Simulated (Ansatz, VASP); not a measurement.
## AlN: VASP beside Ansatz

```xyz
8
Lattice="-3.3135 0.0000 0.0000 0.0000 0.0000 -4.1876 0.0000 -5.7391 0.0000" Properties=species:S:1:pos:R:3 pbc="T T T"
Al   -1.8039   -0.9565   -0.9503
Al    0.1472   -3.8261   -0.9503
Al   -0.1472   -1.9130   -3.0441
Al   -1.5095   -4.7826   -3.0441
N    -1.7986   -0.9565   -3.3267
N     0.1418   -3.8261   -3.3267
N    -0.1418   -1.9130   -1.2329
N    -1.5149   -4.7826   -1.2329
```

Change from the starting cell: mode 4 frozen in at -0.147 Å and mode 5 at -0.186 Å (largest displacements).

Alike in both runs: task single point; functional PBE; k mesh 8 × 6 × 4; occupations gaussian, width 0.05 eV; no spin polarisation.

|  | VASP | Ansatz |
| --- | --- | --- |
| version | VASP 6.6.1 | Ansatz 0.2.0 |
| potentials or method | VASP PAW PBE potentials, release 64 (Al, N), cutoff 520 eV | scalar-relativistic, plane waves, PAW |
| valence electrons in the cell | 32 | 32 |

|  | VASP | Ansatz | Ansatz less VASP |
| --- | --- | --- | --- |
| gap on the k mesh at the Fermi level (eV) | 3.51 | 3.50 | -0.008 |
| least direct gap on the mesh (eV) | 3.51 | 3.50 | -0.008 |
| pressure (GPa) | 6.5 | 6.6 | +0.16 |
| traceless stress, the component that is largest in VASP (GPa) | 23.81 | 23.61 | -0.194 |
| rms of the force components (eV/Å) | 0.946 | 0.943 | -0.0033 |

Atom by atom the forces differ by 0.003 eV/Å (rms over components).
